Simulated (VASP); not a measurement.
# Al20P in VASP: a series of runs

Runs on Al20P. Level: PBEsol. Tasks: single point.

All numbers are computed with VASP 6.6.1; they aren't measurements. Logs are shortened: lines on timing, memory, paths and dates and some standing lists are left out, and cuts for length are marked.

### Step 1. The cell of the first run

The cell holds a slab with vacuum, 21 atoms: a = 8.100 Å, b = 5.728 Å, c = 18.728 Å, α = 90.00°, β = 90.00°, γ = 90.00°.

### Step 2. Single point, PBEsol

Contents of INCAR:

```
SYSTEM = Al20P
ALGO = Normal
EDIFF = 1E-7
ENCUT = 520
GGA = PS
ISIF = 2
ISMEAR = -1
LASPH = .TRUE.
LCHARG = .FALSE.
LREAL = Auto
LWAVE = .FALSE.
NBANDS = 48
NELM = 60
PREC = Accurate
SIGMA = 0.1
```

Contents of KPOINTS:

```
k-points
0
G
  3 4 1
  0 0 0
```

Contents of POSCAR:

```
Al20P
1.0
    8.1000000000      0.0000000000      0.0000000000
    0.0000000000      5.7275650000      0.0000000000
    0.0000000000      0.0000000000     18.7275650000
Al P
20 1
Direct
    0.0000000000      0.0000000000      0.0533972000
    0.5000000000      0.0000000000      0.0533972000
    0.0000000000      0.5000000000      0.0533972000
    0.5000000000      0.5000000000      0.0533972000
    0.2500000000      0.2500000000      0.1298562000
    0.7500000000      0.2500000000      0.1298562000
    0.2500000000      0.7500000000      0.1298562000
    0.7500000000      0.7500000000      0.1298562000
    0.0048040744      0.0000179013      0.2026570545
    0.4951520431     -0.0000514442      0.2026328244
    0.0047980070      0.4999852863      0.2026579553
    0.4951549367      0.5000511684      0.2026356337
    0.2499268686      0.2500097657      0.2886594355
    0.7499345669      0.2499927730      0.2671566520
    0.2499125782      0.7499973345      0.2796563268
    0.7500229220      0.7499973374      0.2709593148
   -0.0104790896     -0.0089683034      0.3484828097
    0.5103170791     -0.0091831779      0.3484916520
   -0.0104850883      0.5089660107      0.3484790500
    0.5103274427      0.5091549070      0.3484908840
   -0.2509503351      0.2499488809      0.3933920942
```

Potentials or basis: VASP PAW PBE potentials, release 64 (Al, P).

Launch:

```bash
$ cat potpaw_PBE.64/Al/POTCAR potpaw_PBE.64/P/POTCAR > POTCAR
$ mpirun -np 1 vasp_std > vasp.out
```

OUTCAR:

```text
SYSTEM = Al20P
   EDIFF = 1E-7
   ENCUT = 520
   GGA = PS
   ISIF = 2
   ISMEAR = -1
   LASPH = .TRUE.
   LREAL = Auto
   NELM = 60
   PREC = Accurate

 ion  position               nearest neighbor table
   1  0.000  0.000  0.053-   9 2.80   6 2.86   7 2.86   8 2.86   5 2.86   3 2.86   3 2.86
   2  0.500  0.000  0.053-  10 2.80   6 2.86   7 2.86   8 2.86   5 2.86   4 2.86   4 2.86
   3  0.000  0.500  0.053-  11 2.80   6 2.86   7 2.86   8 2.86   5 2.86   1 2.86   1 2.86
   4  0.500  0.500  0.053-  12 2.80   6 2.86   7 2.86   8 2.86   5 2.86   2 2.86   2 2.86
   5  0.250  0.250  0.130-  10 2.80  12 2.80   9 2.80  11 2.80   1 2.86   2 2.86   3 2.86   4 2.86
                             7 2.86   7 2.86  13 2.97
   6  0.750  0.250  0.130-  14 2.57  11 2.86   9 2.86  10 2.86  12 2.86   2 2.86   3 2.86   4 2.86
                             1 2.86   8 2.86   8 2.86
   7  0.250  0.750  0.130-  10 2.80  12 2.80   9 2.80  11 2.80  15 2.81   2 2.86   3 2.86   4 2.86
                             1 2.86   5 2.86   5 2.86
   8  0.750  0.750  0.130-  16 2.64  10 2.86  12 2.86  11 2.86   9 2.86   2 2.86   3 2.86   4 2.86
                             1 2.86   6 2.86   6 2.86
   9  0.005  0.000  0.203-  17 2.73  14 2.79   1 2.80   5 2.80   7 2.80  16 2.82  15 2.84   6 2.86
                             8 2.86  11 2.86  11 2.86  13 2.93
  10  0.495  1.000  0.203-  18 2.73  14 2.79   2 2.80   7 2.80   5 2.80  16 2.82  15 2.84   8 2.86
                             6 2.86  12 2.86  12 2.86  13 2.93
  11  0.005  0.500  0.203-  19 2.73  14 2.79   3 2.80   5 2.80   7 2.80  16 2.82  15 2.84   6 2.86
                             8 2.86   9 2.86   9 2.86  13 2.93
  12  0.495  0.500  0.203-  20 2.73  14 2.79   4 2.80   7 2.80   5 2.80  16 2.82  15 2.84   8 2.86
                             6 2.86  10 2.86  10 2.86  13 2.93
  13  0.250  0.250  0.289-  19 2.81  17 2.81  20 2.81  18 2.81  15 2.87  15 2.87  11 2.93   9 2.93
                            12 2.93  10 2.93   5 2.97
[... 8 lines left out ...]
  18  0.510  0.991  0.348-  21 2.58  10 2.73  20 2.76  16 2.79  13 2.81  15 2.83  14 2.88  20 2.97

  19  0.990  0.509  0.348-  21 2.59  11 2.73  17 2.76  16 2.79  13 2.81  15 2.83  14 2.88  17 2.97

  20  0.510  0.509  0.348-  21 2.58  12 2.73  18 2.76  16 2.79  13 2.81  15 2.83  14 2.88  18 2.97

  21  0.749  0.250  0.393-  14 2.36  18 2.58  20 2.58  17 2.59  19 2.59

  LATTYP: Found a simple orthorhombic cell.
 ALAT       =     5.7275650000
 B/A-ratio  =     1.4142135445
 C/A-ratio  =     3.2697254418

  Lattice vectors:

 A1 = (   0.0000000000,  -5.7275650000,   0.0000000000)
 A2 = (   8.1000000000,   0.0000000000,   0.0000000000)
 A3 = (   0.0000000000,   0.0000000000,  18.7275650000)

Analysis of symmetry for initial positions (statically):
=====================================================================
 Subroutine PRICEL returns:
 Original cell was already a primitive cell.

 Routine SETGRP: Setting up the symmetry group for a
 simple orthorhombic supercell.

 Subroutine GETGRP returns: Found  1 space group operations
 (whereof  1 operations were pure point group operations)
 out of a pool of  8 trial point group operations.

The static configuration has the point symmetry C_1 .

Analysis of symmetry for dynamics (positions and initial velocities):
=====================================================================
 Subroutine PRICEL returns:
 Original cell was already a primitive cell.

 Routine SETGRP: Setting up the symmetry group for a
 simple orthorhombic supercell.

 Subroutine GETGRP returns: Found  1 space group operations
 (whereof  1 operations were pure point group operations)
 out of a pool of  8 trial point group operations.

The dynamic configuration has the point symmetry C_1 .

 Subroutine INISYM returns: Found  1 space group operations
 (whereof  1 operations are pure point group operations),
 and found     1 'primitive' translations

----------------------------------------------------------------------------------------

                                     Primitive cell

  volume of cell :     868.8331

  direct lattice vectors                    reciprocal lattice vectors
     8.100000000  0.000000000  0.000000000     0.123456790  0.000000000  0.000000000
     0.000000000  5.727565000  0.000000000     0.000000000  0.174594265  0.000000000
     0.000000000  0.000000000 18.727565000     0.000000000  0.000000000  0.053397225

  length of vectors
     8.100000000  5.727565000 18.727565000     0.123456790  0.174594265  0.053397225

  position of ions in fractional coordinates (direct lattice)
     0.000000000  0.000000000  0.053397200
     0.500000000  0.000000000  0.053397200
     0.000000000  0.500000000  0.053397200
     0.500000000  0.500000000  0.053397200
     0.250000000  0.250000000  0.129856200
     0.750000000  0.250000000  0.129856200
[... 13 lines left out ...]
     0.510327443  0.509154907  0.348490884
     0.749049665  0.249948881  0.393392094

  ion indices of the primitive-cell ions
   primitive index   ion index
                 1           1
                 2           2
                 3           3
                 4           4
                 5           5
                 6           6
[... 13 lines left out ...]
                20          20
                21          21

----------------------------------------------------------------------------------------

 KPOINTS: k-points

Automatic generation of k-mesh.
 Grid dimensions read from file:
 generate k-points for:    3    4    1

 Generating k-lattice:

  Cartesian coordinates                     Fractional coordinates (reciprocal lattice)
     0.041152263  0.000000000  0.000000000     0.333333333  0.000000000  0.000000000
     0.000000000  0.043648566  0.000000000     0.000000000  0.250000000  0.000000000
     0.000000000  0.000000000  0.053397225     0.000000000  0.000000000  1.000000000

  Length of vectors
     0.041152263  0.043648566  0.053397225

  Shift w.r.t. Gamma in fractional coordinates (k-lattice)
     0.000000000  0.000000000  0.000000000

 Subroutine IBZKPT returns following result:
 ===========================================

 Found      7 irreducible k-points:

 Following reciprocal coordinates:
            Coordinates               Weight
  0.000000  0.000000  0.000000      1.000000
  0.333333  0.000000  0.000000      2.000000
  0.000000  0.250000  0.000000      2.000000
  0.333333  0.250000  0.000000      2.000000
 -0.333333  0.250000  0.000000      2.000000
  0.000000  0.500000  0.000000      1.000000
  0.333333  0.500000  0.000000      2.000000
   k-points           NKPTS =      7   k-points in BZ     NKDIM =      7   number of bands    NBANDS=     48
   number of dos      NEDOS =    301   number of ions     NIONS =     21
   total plane-waves  NPLWV = 403200
   dimension x,y,z NGX =    60 NGY =   48 NGZ =  140
   dimension x,y,z NGXF=   120 NGYF=   96 NGZF=  280
   ions per type =              20   1
   NGX,Y,Z   is equivalent  to a cutoff of  12.31, 13.93, 12.43 a.u.
   NGXF,Y,Z  is equivalent  to a cutoff of  24.63, 27.86, 24.86 a.u.
 SYSTEM =  Al20P
   PREC   = accura    normal or accurate (medium, high low for compatibility)
   ISTART =      0    job   : 0-new  1-cont  2-samecut
   ICHARG =      2    charge: 1-file 2-atom 10-const
   ISPIN  =      1    spin polarized calculation?
   LNONCOLLINEAR =      F non collinear calculations
   LSORBIT =      F    spin-orbit coupling
   LASPH  =      T    aspherical Exc in radial PAW
   ENCUT  =  520.0 eV  38.22 Ry    6.18 a.u.  15.06 10.65 34.82*2*pi/ulx,y,z
   NELM   =     60;   NELMIN=  2; NELMDL= -5     # of ELM steps
   EDIFF  = 0.1E-06   stopping-criterion for ELM
   LREAL  =      T    real-space projection
   EDIFFG = 0.1E-05   stopping-criterion for IOM
   NSW    =      0    number of steps for IOM
   IBRION =     -1    ionic relax: 0-MD 1-quasi-New 2-CG
   NFREE  =      0    steps in history (QN), initial steepest desc. (CG)
   ISIF   =      2    stress and relaxation
   ISYM   =      2    0-nonsym 1-usesym 2-fastsym
   POTIM  = 0.5000    time-step for ionic-motion
   TEBEG  =    0.0;   TEEND  =   0.0 temperature during run
   PSTRESS=    0.0 pullay stress
   NELECT =      65.0000    total number of electrons
   NUPDOWN=      -1.0000    fix difference up-down
   EMIN   =  10.00;   EMAX   =-10.00  energy-range for DOS
   EFERMI =   0.00;   METHOD = LEGACY
   ISMEAR =    -1;   SIGMA  =   0.10  broadening in eV -4-tet -1-fermi 0-gaus
   EFERMI_NEDOS =   21; number of points for ismear=-14 and -15
   IALGO  =     38    algorithm
   IMIX   =      4    mixing-type and parameters
     AMIX     =   0.40;   BMIX     =  1.00
     AMIX_MAG =   1.60;   BMIX_MAG =  1.00
  volume/ion in A,a.u.               =      41.37       279.20
  Fermi-wavevector in a.u.,A,eV,Ry     =   0.689817  1.303565  6.474296  0.475847
  Thomas-Fermi vector in A             =   1.771009
   LORBIT       =      0    0 simple, 1 ext, 2 COOP (PROOUT), +10 PAW based schemes
   GGA     = PS    functional components
   LHFCALC =     F    Hartree Fock is set to
   AEXX    =    0.0000 exact exchange contribution
   IVDW    =     0    specifies the selected vdW correction
   LEPSILON=     F    determine dielectric tensor
   LRPA    =     F    only Hartree local field effects (RPA)
 non-spin polarized calculation
  energy-cutoff  :      520.00
  volume of cell :      868.83
 maximum number of plane-waves:     23409
   NGX = 31   NGY = 21   NGZ = 69

 number of electron      64.9999998 magnetization

 Free energy of the ion-electron system (eV)
  ---------------------------------------------------
  ext. energy  EPLUGINS =         0.00000000
  ---------------------------------------------------
  free energy    TOTEN  =       -81.84950315 eV

  energy without entropy =      -81.54387646  energy(sigma->0) =      -81.69668980

 E-fermi :   0.7866     XC(G=0):  -5.0792

 val. band max:        0.7573934563   @ k =   0.0000   0.0000   0.0000
 cond. band min:       0.7928726245   @ k =   0.3333   0.5000   0.0000
 fundamental gap:      0.0354791681
 Fermi energy:         0.7866478706

 k-point     1 :       0.0000    0.0000    0.0000
  band No.  band energies     occupation
      1     -10.8102      2.00000
      2      -9.5651      2.00000
      3      -7.7989      2.00000
      4      -7.7129      2.00000
      5      -7.4354      2.00000
      6      -6.4029      2.00000
[... 318 lines left out ...]
     43       2.7541      0.00000
     44       3.1272      0.00000
 [bands above 44 left out]

------------------------ aborting loop because EDIFF is reached ----------------------------------------

  FORCE on cell =-STRESS in cart. coord.  units (eV):
  Direction    XX          YY          ZZ          XY          YZ          ZX
  --------------------------------------------------------------------------------------
  -------------------------------------------------------------------------------------
  Total       -4.0859745     -5.5496869     -2.0318488     -0.0002765      0.0014111      0.0024372
  in kB       -7.5347678    -10.2339363     -3.7468439     -0.0005099      0.0026021      0.0044943
  external PRESSURE =      -7.1718493 kB  Pullay stress =       0.0000000 kB

 VOLUME and BASIS-vectors are now :
 -----------------------------------------------------------------------------
  energy-cutoff  :      520.00
  volume of cell :      868.83
      direct lattice vectors                 reciprocal lattice vectors
     8.100000000  0.000000000  0.000000000     0.123456790  0.000000000  0.000000000
     0.000000000  5.727565000  0.000000000     0.000000000  0.174594265  0.000000000
     0.000000000  0.000000000 18.727565000     0.000000000  0.000000000  0.053397225

 POSITION                                       TOTAL-FORCE (eV/Angst)
 -----------------------------------------------------------------------------------
      0.00000      0.00000      1.00000         0.034107      0.014841      0.381507
      4.05000      0.00000      1.00000        -0.033368      0.015155      0.380542
      0.00000      2.86378      1.00000         0.034104     -0.014864      0.381529
      4.05000      2.86378      1.00000        -0.033368     -0.015190      0.380629
      2.02500      1.43189      2.43189        -0.001325      0.000126     -0.025673
      6.07500      1.43189      2.43189        -0.001015     -0.000014     -0.732058
[... 13 lines left out ...]
      4.13365      2.91622      6.52639        -0.005749      0.004138      0.004805
      6.06730      1.43160      7.36728         0.005740      0.000677      0.015134
 -----------------------------------------------------------------------------------
    total drift:                                0.002019     -0.000287      0.014187

  FREE ENERGIE OF THE ION-ELECTRON SYSTEM (eV)
  ---------------------------------------------------
  free  energy   TOTEN  =       -81.8495031499 eV

  energy  without entropy=      -81.5438764570  energy(sigma->0) =      -81.69668980
```

Wall time 20 min (1 thread of Intel Xeon 8259CL, shared host); peak memory 0.83 GiB.

What came out:

| Property | Result |
| --- | --- |
| Free energy | -81.8495 eV |
| Largest force | 0.732 eV/Å |
| Band gap on the k mesh | zero (an odd number of electrons rules out a gap without spin polarisation) |

Forces on the atoms (eV/Å):
```
Al   0.034  0.015  0.382
Al  -0.033  0.015  0.381
Al   0.034 -0.015  0.382
Al  -0.033 -0.015  0.381
Al  -0.001  0.000 -0.026
Al  -0.001  0.000 -0.732
Al  -0.002  0.000 -0.355
Al   0.001  0.000 -0.471
Al   0.002 -0.002 -0.004
Al  -0.001  0.002 -0.002
Al   0.003  0.002 -0.005
Al  -0.001 -0.002 -0.002
Al   0.002  0.000 -0.009
Al   0.000  0.000  0.030
Al  -0.002  0.000  0.004
Al  -0.002  0.000  0.005
Al   0.003  0.000  0.009
Al  -0.006 -0.004  0.005
Al   0.003  0.000  0.009
Al  -0.006  0.004  0.005
P    0.006  0.001  0.015
```

Caveat: the PAW data sets were made with another functional, which shifts forces and pressure a little.

(Continued in part 2 of 2.)
